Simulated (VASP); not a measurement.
A run of VASP 6.6.1 is set up as follows.

Contents of INCAR:

```
  PREC = Accurate
  ENCUT = 520
  EDIFF = 1E-6
  ISMEAR = 0
  SIGMA = 0.15
  LREAL = False
  LASPH = True
  NELM = 80
  ALGO = Normal
  ISIF = 2
  LWAVE = False
  LCHARG = True
  GGA = CA
  LELF = True
  LVHAR = True
  NBANDS = 18
```

The input KPOINTS:

```
Automatic mesh
0
Gamma
  18 18 18
```

Contents of POSCAR:

```
Si2W
1.0
   -1.5928550571      1.5928550571      3.8862445622
    1.5928550571     -1.5928550571      3.8862445622
    1.5928550571      1.5928550571     -3.8862445622
Si W
2 1
Direct
    0.3024997701      0.3024997701      0.0000000000
    0.6975002299      0.6975002299      0.0000000000
    0.0000000000      0.0000000000      0.0000000000
```

Potentials or basis: VASP PAW LDA potentials, release 64 (Si, W_sv).

Launch:

```sh
$ cat potpaw_LDA.64/Si/POTCAR potpaw_LDA.64/W_sv/POTCAR > POTCAR
$ mpirun -np 1 vasp_std > vasp.out
```

Task: What does it give for the pressure?

Result: 7.9 GPa.

Task: What does it give for the largest force?

Result: 4.586 eV/Å.

Forces in eV/Å, atoms in the order of the input:
```
Si   0.000  0.000  4.586
Si   0.000  0.000 -4.586
W    0.000  0.000  0.000
```

Caveat: the cell stands under pressure; forces of over 1 eV/Å act on the atoms, so gaps and moduli don't describe the material at rest.
